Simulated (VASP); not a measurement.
A run of VASP 6.6.1:

INCAR

```
SYSTEM = S
PREC = Accurate
ENCUT = 520
EDIFF = 1E-8
ISMEAR = -1
SIGMA = 0.05
LREAL = .FALSE.
LASPH = .TRUE.
NELM = 100
ALGO = Normal
ISIF = 2
LWAVE = .FALSE.
LCHARG = .FALSE.
GGA = PE
LEFG = .TRUE.
NBANDS = 13
```

The input KPOINTS:

```
Automatic mesh
0
G
  9 9 9
  0 0 0
```

Contents of POSCAR:

```
S
1.0
    0.0000000000      2.7698291284      2.7698291284
    2.7698291284      0.0000000000      2.7698291284
    2.7698291284      2.7698291284      0.0000000000
S
2
Direct
   -0.1475000000     -0.1175000000     -0.1175000000
    0.1475000000      0.1175000000      0.1175000000
```

Potentials or basis: VASP PAW PBE potentials, release 64 (S).

Command:

```console
$ cat potpaw_PBE.64/S/POTCAR > POTCAR
$ mpirun -np 1 vasp_std > vasp.out
```

Hardware: 1 thread of Intel(R) Xeon(R) Platinum 8488C (Sapphire Rapids), with other jobs on the host.

Question: Estimate the wall time of this run.

Answer: Run time: 53 s on 1 thread of Intel(R) Xeon(R) Platinum 8488C (Sapphire Rapids) (shared host), peak memory 0.17 GiB. Counts: scf iterations 15, k points 85.
